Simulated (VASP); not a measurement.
A run of VASP 6.6.1 is set up as follows.

Contents of INCAR:

```
  PREC = Accurate
  ENCUT = 520
  EDIFF = 1E-6
  ISMEAR = 0
  SIGMA = 0.15
  LREAL = F
  LASPH = T
  NELM = 60
  ALGO = Fast
  ISIF = 2
  LWAVE = F
  LCHARG = F
  GGA = PE
  NBANDS = 13
```

File KPOINTS:

```
regular mesh
0
Gamma
  22 22 22
```

File POSCAR:

```
Mo
1.0
   -0.7359324326      1.7323970413      1.7323970413
    1.7323970413     -0.7359324326      1.7323970413
    1.7323970413      1.7323970413     -0.7359324326
Mo
1
Direct
    0.0000000000      0.0000000000      0.0000000000
```

Potentials or basis: VASP PAW PBE potentials, release 64 (Mo_sv).

The run is started by

```bash
$ cat potpaw_PBE.64/Mo_sv/POTCAR > POTCAR
$ mpirun -np 1 vasp_std > vasp.out
```

Task: Estimate the pressure.

Result: 11.0 GPa.

Task: Predict the band gap on the k mesh.

Result: Zero (band 7 reaches 13.11 eV, above the bottom of band 8 at 10.51 eV).

Stress tensor (GPa, compression positive):
```
11.02  6.88  6.88
 6.88 11.02  6.88
 6.88  6.88 11.02
```
